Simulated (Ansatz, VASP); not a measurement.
# Two plane-wave programs on Ta4C3

Contents of INCAR:

```
SYSTEM = Ta4C3
PREC = Accurate
ENCUT = 520
EDIFF = 1E-7
ISMEAR = 0
SIGMA = 0.15
LREAL = .FALSE.
LASPH = .TRUE.
NELM = 80
ALGO = Normal
ISIF = 2
LWAVE = .FALSE.
LCHARG = .FALSE.
GGA = PS
NBANDS = 37
```

The input KPOINTS:

```
Automatic mesh
0
G
  10 10 10
  0 0 0
```

File POSCAR:

```
Ta4C3
1.0
    4.2264981175      0.0000000000      0.0000000000
    0.0000000000      4.2264981175      0.0000000000
    0.0000000000      0.0000000000      4.7548103822
Ta C
4 3
Direct
    0.0000000000      0.5000000000      0.5000000000
    0.5000000000      0.0000000000      0.5000000000
    0.5000000000      0.5000000000      0.0000000000
    0.0000000000      0.0000000000      0.0000000000
    0.5000000000      0.0000000000      0.0000000000
    0.0000000000      0.5000000000      0.0000000000
    0.0000000000      0.0000000000      0.5000000000
```

Input for Ansatz:

```yaml
crystal:
  lattice:
    - [4.2264981175, 0.0, 0.0]
    - [0.0, 4.2264981175, 0.0]
    - [0.0, 0.0, 4.7548103822]
  atoms:
    - { symbol: Ta, position: [0.0, 0.5, 0.5] }
    - { symbol: Ta, position: [0.5, 0.0, 0.5] }
    - { symbol: Ta, position: [0.5, 0.5, 0.0] }
    - { symbol: Ta, position: [0.0, 0.0, 0.0] }
    - { symbol: C, position: [0.5, 0.0, 0.0] }
    - { symbol: C, position: [0.0, 0.5, 0.0] }
    - { symbol: C, position: [0.0, 0.0, 0.5] }
basis:
  ecutwfc: 420
kpoints:
  mp_grid: { grid: [10, 10, 10] }
hamiltonian:
  xc: pbesol
scf:
  occupations: { method: gaussian, width: 0.15 }
output:
  forces: true
  stress: true
  eigenvalues: true
```

Change from the starting cell: strain -0.040 along x and y, +0.080 along z, atoms carried along.

Alike in both runs: task single point; functional PBEsol; k mesh 10 × 10 × 10; occupations gaussian, width 0.15 eV; no spin polarisation.

```csv
,VASP,Ansatz
version,VASP 6.6.1,Ansatz 0.2.0
potentials or method,"VASP PAW PBE potentials, release 64 (Ta_pv, C), cutoff 520 eV","scalar-relativistic, plane waves, PAW"
valence electrons in the cell,56,64
```

```tsv
	VASP	Ansatz	Ansatz less VASP
gap on the k mesh at the Fermi level (eV)	none	none	-
pressure (GPa)	10.0	9.2	-0.75
traceless stress, the component that is largest in VASP (GPa)	-36.30	-35.97	+0.335
```

VASP's potentials were made for PBE, not for PBEsol. A gap of «none» marks a metal or a gap that the smearing closes. The functional is the same, so the differences come from potentials, cutoffs and numerics. VASP's potentials hold 56 valence electrons a cell and Ansatz's 64, so a difference there can come from the potentials and not from the codes.

Neither program's run includes spin-orbit coupling.
